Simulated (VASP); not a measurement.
# CdS (P6_3mc) in VASP: further runs

CdS is run at these levels: PBE+D4, r2SCAN; tasks: relaxation of cell and atoms, single point.

Everything below comes from runs of VASP 6.6.1. Logs are shortened: lines on timing, memory, paths and dates and some standing lists are left out, and cuts for length are marked.

### 1 The cell of the first run

It takes space group P6_3mc (No. 186, hexagonal). The conventional cell has a = 4.150 Å, b = 4.150 Å, c = 6.737 Å, α = 90.00°, β = 90.00°, γ = 120.00°. Within 3.3 Å of Cd (site symmetry 3m) lie 4 S at 2.53 to 2.54 Å. S (site symmetry 3m) has 4 Cd at 2.53 to 2.54 Å within 3.3 Å.

### 2 Relaxation of cell and atoms, PBE+D4, collinear spin

INCAR reads:

```
SYSTEM = CdS
PREC = Accurate
ENCUT = 600
EDIFF = 1E-7
ISMEAR = -1
SIGMA = 0.05
LREAL = .False.
LASPH = .True.
NELM = 150
ALGO = Normal
ISIF = 3
LWAVE = .False.
LCHARG = .False.
ISPIN = 2
MAGMOM = 0.5 -0.5 0 0
LORBIT = 11
GGA = PE
IVDW = 13
IBRION = 2
NSW = 80
EDIFFG = -0.005
```

KPOINTS reads:

```
regular mesh
0
Gamma
  7 7 4
  0 0 0
```

POSCAR reads:

```
CdS
1.0
    4.1500000000      0.0000000000      0.0000000000
   -2.0750000000      3.5940054257      0.0000000000
    0.0000000000      0.0000000000      6.7370000000
Cd S
2 2
Direct
    0.6666666667      0.3333333333      0.5000000000
    0.3333333333      0.6666666667      0.0000000000
    0.6666666667      0.3333333333      0.8750000000
    0.3333333333      0.6666666667      0.3750000000
```

Potentials or basis: VASP PAW PBE potentials, release 64 (Cd, S).

On the command line:

```console
cat potpaw_PBE.64/Cd/POTCAR potpaw_PBE.64/S/POTCAR > POTCAR
mpirun -np 1 vasp_std > vasp.out
```

OUTCAR:

```text
SYSTEM = CdS
   PREC = Accurate
   ENCUT = 600
   EDIFF = 1E-7
   ISMEAR = -1
   LREAL = .False.
   LASPH = .True.
   NELM = 150
   ISIF = 3
   ISPIN = 2
   LORBIT = 11
   GGA = PE
   IVDW = 13
   IBRION = 2
   NSW = 80
   EDIFFG = -0.005

 ion  position               nearest neighbor table
   1  0.667  0.333  0.500-   3 2.53   4 2.54   4 2.54   4 2.54
   2  0.333  0.667  0.000-   4 2.53   3 2.54   3 2.54   3 2.54
   3  0.667  0.333  0.875-   1 2.53   2 2.54   2 2.54   2 2.54
   4  0.333  0.667  0.375-   2 2.53   1 2.54   1 2.54   1 2.54

  LATTYP: Found a hexagonal cell.
 ALAT       =     4.1500000000
 C/A-ratio  =     1.6233734940

  Lattice vectors:

 A1 = (   4.1500000000,   0.0000000000,   0.0000000000)
 A2 = (  -2.0750000000,   3.5940054257,   0.0000000000)
 A3 = (   0.0000000000,   0.0000000000,   6.7370000000)

Analysis of symmetry for initial positions (statically):
=====================================================================
 Subroutine PRICEL returns:
 Original cell was already a primitive cell.

 Routine SETGRP: Setting up the symmetry group for a
 hexagonal supercell.

 Subroutine GETGRP returns: Found 12 space group operations
 (whereof  6 operations were pure point group operations)
 out of a pool of 24 trial point group operations.

The static configuration has the point symmetry C_3v.
 The point group associated with its full space group is C_6v.

Analysis of symmetry for dynamics (positions and initial velocities):
=====================================================================
 Subroutine PRICEL returns:
 Original cell was already a primitive cell.

 Routine SETGRP: Setting up the symmetry group for a
 hexagonal supercell.

 Subroutine GETGRP returns: Found 12 space group operations
 (whereof  6 operations were pure point group operations)
 out of a pool of 24 trial point group operations.

The dynamic configuration has the point symmetry C_3v.
 The point group associated with its full space group is C_6v.

Analysis of structural, dynamic, and magnetic symmetry:
=====================================================================
 Subroutine PRICEL returns:
 Original cell was already a primitive cell.

 Routine SETGRP: Setting up the symmetry group for a
 hexagonal supercell.

 Subroutine GETGRP returns: Found 12 space group operations
 (whereof  6 operations were pure point group operations)
 out of a pool of 24 trial point group operations.

The overall configuration has the point symmetry C_3v.
 The point group associated with its full space group is C_6v.

 Subroutine INISYM returns: Found 12 space group operations
 (whereof  6 operations are pure point group operations),
 and found     1 'primitive' translations

----------------------------------------------------------------------------------------

                                     Primitive cell

  volume of cell :     100.4832

  direct lattice vectors                    reciprocal lattice vectors
     4.150000000  0.000000000  0.000000000     0.240963855  0.139120547  0.000000000
    -2.075000000  3.594005426  0.000000000     0.000000000  0.278241094  0.000000000
     0.000000000  0.000000000  6.737000000     0.000000000  0.000000000  0.148434021

  length of vectors
     4.150000000  4.150000000  6.737000000     0.278241094  0.278241094  0.148434021

  position of ions in fractional coordinates (direct lattice)
     0.666666667  0.333333333  0.500000000
     0.333333333  0.666666667  0.000000000
     0.666666667  0.333333333  0.875000000
     0.333333333  0.666666667  0.375000000

  ion indices of the primitive-cell ions
   primitive index   ion index
                 1           1
                 2           2
                 3           3
                 4           4

----------------------------------------------------------------------------------------

 KPOINTS: regular mesh

Automatic generation of k-mesh.
 Grid dimensions read from file:
 generate k-points for:    7    7    4

 Generating k-lattice:

  Cartesian coordinates                     Fractional coordinates (reciprocal lattice)
     0.034423408  0.019874364  0.000000000     0.142857143  0.000000000  0.000000000
     0.000000000  0.039748728  0.000000000     0.000000000  0.142857143  0.000000000
     0.000000000  0.000000000  0.037108505     0.000000000  0.000000000  0.250000000

  Length of vectors
     0.039748728  0.039748728  0.037108505

  Shift w.r.t. Gamma in fractional coordinates (k-lattice)
     0.000000000  0.000000000  0.000000000

 Subroutine IBZKPT returns following result:
 ===========================================

 Found     24 irreducible k-points:

 Following reciprocal coordinates:
            Coordinates               Weight
  0.000000  0.000000  0.000000      1.000000
  0.142857 -0.000000  0.000000      6.000000
  0.285714 -0.000000  0.000000      6.000000
  0.428571 -0.000000  0.000000      6.000000
  0.142857  0.142857  0.000000      6.000000
  0.285714  0.142857  0.000000     12.000000
[... 16 lines left out ...]
  0.428571  0.142857  0.500000      6.000000
  0.285714  0.285714  0.500000      6.000000
   k-points           NKPTS =     24   k-points in BZ     NKDIM =     24   number of bands    NBANDS=     22
   number of dos      NEDOS =    301   number of ions     NIONS =      4
   total plane-waves  NPLWV =  69984
   dimension x,y,z NGX =    36 NGY =   36 NGZ =   54
   dimension x,y,z NGXF=    72 NGYF=   72 NGZF=  108
   ions per type =               2   2
   NGX,Y,Z   is equivalent  to a cutoff of  14.42, 14.42, 13.33 a.u.
   NGXF,Y,Z  is equivalent  to a cutoff of  28.84, 28.84, 26.65 a.u.
 SYSTEM =  CdS
   PREC   = accura    normal or accurate (medium, high low for compatibility)
   ISTART =      0    job   : 0-new  1-cont  2-samecut
   ICHARG =      2    charge: 1-file 2-atom 10-const
   ISPIN  =      2    spin polarized calculation?
   LNONCOLLINEAR =      F non collinear calculations
   LSORBIT =      F    spin-orbit coupling
   LASPH  =      T    aspherical Exc in radial PAW
   ENCUT  =  600.0 eV  44.10 Ry    6.64 a.u.   8.29  8.29 13.46*2*pi/ulx,y,z
   NELM   =    150;   NELMIN=  2; NELMDL= -5     # of ELM steps
   EDIFF  = 0.1E-06   stopping-criterion for ELM
   LREAL  =      F    real-space projection
   EDIFFG = -.5E-02   stopping-criterion for IOM
   NSW    =     80    number of steps for IOM
   IBRION =      2    ionic relax: 0-MD 1-quasi-New 2-CG
   NFREE  =      1    steps in history (QN), initial steepest desc. (CG)
   ISIF   =      3    stress and relaxation
   ISYM   =      2    0-nonsym 1-usesym 2-fastsym
   POTIM  = 0.5000    time-step for ionic-motion
   TEBEG  =    0.0;   TEEND  =   0.0 temperature during run
   PSTRESS=    0.0 pullay stress
   NELECT =      36.0000    total number of electrons
   NUPDOWN=      -1.0000    fix difference up-down
   EMIN   =  10.00;   EMAX   =-10.00  energy-range for DOS
   EFERMI =   0.00;   METHOD = LEGACY
   ISMEAR =    -1;   SIGMA  =   0.05  broadening in eV -4-tet -1-fermi 0-gaus
   EFERMI_NEDOS =   21; number of points for ismear=-14 and -15
   IALGO  =     38    algorithm
   IMIX   =      4    mixing-type and parameters
     AMIX     =   0.40;   BMIX     =  1.00
     AMIX_MAG =   1.60;   BMIX_MAG =  1.00
  volume/ion in A,a.u.               =      25.12       169.52
  Fermi-wavevector in a.u.,A,eV,Ry     =   1.162727  2.197236 18.394190  1.351935
  Thomas-Fermi vector in A             =   2.299285
   LORBIT       =     11    0 simple, 1 ext, 2 COOP (PROOUT), +10 PAW based schemes
   GGA     = PE    functional components
   LHFCALC =     F    Hartree Fock is set to
   AEXX    =    0.0000 exact exchange contribution
   IVDW    =    13    specifies the selected vdW correction
   LEPSILON=     F    determine dielectric tensor
   LRPA    =     F    only Hartree local field effects (RPA)
 conjugate gradient relaxation of ions
 spin polarized calculation
  energy-cutoff  :      600.00
  volume of cell :      100.48
 maximum number of plane-waves:      3376
 NGX is ok and might be reduce to    36
   NGX = 17   NGY = 17   NGZ = 27

--------------------------------------- Ionic step        1  -------------------------------------------

 number of electron      36.0000008 magnetization       0.0000000

 number of electron      36.0000008 magnetization      -0.0000000

 Free energy of the ion-electron system (eV)
  ---------------------------------------------------
  ext. energy  EPLUGINS =         0.00000000
  ---------------------------------------------------
  free energy    TOTEN  =       -12.26693595 eV

  energy without entropy =      -12.26693580  energy(sigma->0) =      -12.26693588

------------------------ aborting loop because EDIFF is reached ----------------------------------------

  DFT-D4 for vdW energy calculation

  Edisp (eV):   -1.23768

  FORCE on cell =-STRESS in cart. coord.  units (eV):
  Direction    XX          YY          ZZ          XY          YZ          ZX
  --------------------------------------------------------------------------------------
  -------------------------------------------------------------------------------------
  Total      -0.00413    -0.00413     0.42381     0.00000    -0.00000     0.00000
  in kB      -0.06591    -0.06591     6.75752     0.00000    -0.00000     0.00000
  external pressure =        2.21 kB  Pullay stress =        0.00 kB
[... 155 lines left out ...]
--------------------------------------- Ionic step        5  -------------------------------------------

 number of electron      36.0000007 magnetization       0.0000000

 number of electron      36.0000007 magnetization      -0.0000000

 Free energy of the ion-electron system (eV)
  ---------------------------------------------------
  ext. energy  EPLUGINS =         0.00000000
  ---------------------------------------------------
  free energy    TOTEN  =       -12.27284476 eV

  energy without entropy =      -12.27284459  energy(sigma->0) =      -12.27284467

 E-fermi :   1.8028     XC(G=0):  -9.0690

 val. band max:        1.1793784467   @ k =   0.0000   0.0000   0.0000
 cond. band min:       2.3660505232   @ k =   0.0000   0.0000   0.0000
 fundamental gap:      1.1866720765
 Fermi energy:         1.8028266636

 spin component 1

 k-point     1 :       0.0000    0.0000    0.0000
  band No.  band energies     occupation
      1     -11.0991      1.00000
      2     -10.6828      1.00000
      3      -6.4780      1.00000
      4      -6.4682      1.00000
      5      -6.4682      1.00000
      6      -6.3865      1.00000
[... 573 lines left out ...]
      5      -6.2733      1.00000
      6      -6.2733      1.00000
[... 14 lines left out ...]
     21       7.1990      0.00000
     22       7.1990      0.00000
 Fermi energy:         1.8028266636

 spin component 2

 k-point     1 :       0.0000    0.0000    0.0000
  band No.  band energies     occupation
      1     -11.0991      1.00000
      2     -10.6828      1.00000
      3      -6.4780      1.00000
      4      -6.4682      1.00000
      5      -6.4682      1.00000
      6      -6.3865      1.00000
[... 624 lines left out ...]
  FREE ENERGIE OF THE ION-ELECTRON SYSTEM (eV)
  ---------------------------------------------------
  free  energy   TOTEN  =       -13.5058645501 eV

  energy  without entropy=      -13.5058643756  energy(sigma->0) =      -13.50586446

 reached required accuracy - stopping structural energy minimisation

 total charge

# of ion       s       p       d       tot
------------------------------------------
    1        0.422   0.317   9.566  10.305
    2        0.422   0.317   9.566  10.305
    3        1.323   2.398   0.000   3.721
    4        1.323   2.398   0.000   3.721
--------------------------------------------------
tot          3.490   5.430  19.132  28.052

 magnetization (x)

# of ion       s       p       d       tot
------------------------------------------
    1       -0.000   0.000  -0.000  -0.000
    2        0.000  -0.000   0.000   0.000
    3        0.000  -0.000   0.000  -0.000
    4       -0.000   0.000   0.000   0.000
--------------------------------------------------
tot          0.000   0.000   0.000   0.000
```

Wall time 3.2 min (1 thread of Intel Xeon 6975P-C (Granite Rapids), shared host); peak memory 0.36 GiB.

Results:

| Quantity | Value |
| --- | --- |
| Free energy | -13.5059 eV |
| Relaxed volume | 25.21 Å³/atom |
| Relaxed cell | a = 4.149 Å, b = 4.149 Å, c = 6.764 Å, α = 90.00°, β = 90.00°, γ = 120.00° |
| Space group after relaxing (to 0.1 Å) | P6_3mc (No. 186) |
| Energy gained by relaxing | 0.3 meV/atom |
| Ionic steps | 5 |
| Pressure after relaxing | 0.0 GPa |
| Band gap on the k mesh | 1.19 eV |
| Net moment | 0.00 μB per cell |
| Valence electrons inside the program's atomic spheres | Cd 10.30; S 3.72 |
| Dispersion energy per atom | -0.308 eV |

Forces on the atoms (eV/Å):
```
Cd   0.000  0.000 -0.003
Cd   0.000  0.000 -0.003
S    0.000  0.000  0.003
S    0.000  0.000  0.003
```

The path:
| step | energy change (eV) | largest force (eV/Å) | pressure (GPa) | volume (Å³) |
| --- | --- | --- | --- | --- |
| 1 | 0.0000 | 0.0659 | 0.22 | 100.48 |
| 2 | -0.0012 | 0.0068 | -0.08 | 100.99 |
| 3 | -0.0012 | 0.0051 | -0.03 | 100.90 |
| 4 | -0.0012 | 0.0062 | -0.03 | 100.89 |
| 5 | -0.0013 | 0.0027 | 0.01 | 100.83 |

Final structure:
```
Cd S
1.0
     4.14882    0.00000    0.00000
    -2.07441    3.59298    0.00000
     0.00000    0.00000    6.76417
Cd S
2 2
Direct
  0.66667 0.33333 0.49958
  0.33333 0.66667 0.99958
  0.66667 0.33333 0.87542
  0.33333 0.66667 0.37542
```

PBE gaps usually lie below the measured ones, often by a third to a half. Zero-point motion and thermal expansion aren't in these numbers.

### 3 Single point, r2SCAN, non-collinear spin, zero start, spin-orbit coupling

This run uses another cell than the first one, of 23.61 Å³/atom.

POSCAR reads:

```
CdS
1.0
    4.0652823512      0.0000000000      0.0000000000
   -2.0326411756      3.5206377897      0.0000000000
    0.0000000000      0.0000000000      6.5994716144
Cd S
2 2
Direct
    0.6666666667      0.3333333333      0.5000000000
    0.3333333333      0.6666666667      0.0000000000
    0.6666666667      0.3333333333      0.8750000000
    0.3333333333      0.6666666667      0.3750000000
```

INCAR.step1 reads:

```
ALGO = Normal ; EDIFF = 1E-5
ENCUT = 550 ; GGA = PE
GGA_COMPAT = False ; ISMEAR = -1
LASPH = True ; LCHARG = False
LREAL = False ; LSORBIT = True
LWAVE = True ; MAGMOM = 0 0 0 0 0 0 0 0 0 0 0 0
NBANDS = 50 ; NELM = 200
PREC = Accurate ; SIGMA = 0.05
```

INCAR.step2 reads:

```
ALGO = Normal ; EDIFF = 1E-6
ENCUT = 550 ; GGA_COMPAT = False
ISIF = 2 ; ISMEAR = -1
ISTART = 1 ; LASPH = True
LCHARG = False ; LMIXTAU = True
LORBIT = 11 ; LORBMOM = True
LREAL = False ; LSORBIT = True
LWAVE = False ; MAGMOM = 0 0 0 0 0 0 0 0 0 0 0 0
METAGGA = R2SCAN ; NBANDS = 50
NELM = 200 ; PREC = Accurate
SIGMA = 0.05
```

KPOINTS reads:

```
k-points
0
Gamma
  7 7 4
```

Potentials or basis: VASP PAW PBE potentials, release 64 (Cd, S).

On the command line:

```console
cat potpaw_PBE.64/Cd/POTCAR potpaw_PBE.64/S/POTCAR > POTCAR
cp INCAR.step1 INCAR
mpirun -np 1 vasp_ncl > vasp.out
cp INCAR.step2 INCAR
mpirun -np 1 vasp_ncl > vasp.out
```

It took 40 min on 1 thread of Oxide Virtual Turin-like, shared host; peak memory 0.61 GiB.

It converged, with:

```yaml
Free_energy: -59.3131 eV
Pressure: 5.5 GPa
Largest_force: 0.084 eV/Å
Net_moment: 0.00 μB per cell
Valence_electrons_inside_the_program's_atomic_spheres: Cd 10.35; S 3.77
```

Forces on the atoms (eV/Å):
```
Cd   0.000  0.000 -0.084
Cd   0.000  0.000 -0.084
S    0.000  0.000  0.084
S    0.000  0.000  0.084
```

Stress tensor (GPa, compression positive):
```
5.26 0.00 0.00
0.00 5.26 0.00
0.00 0.00 6.12
```

Moments on the atoms (μB; x, y, z):
```
Cd  0.00 0.00 0.00
Cd  0.00 0.00 0.00
S   0.00 0.00 0.00
S   0.00 0.00 0.00
```

Caveat: the cell stands under pressure; the PAW data sets were made with another functional, which shifts forces and pressure a little.
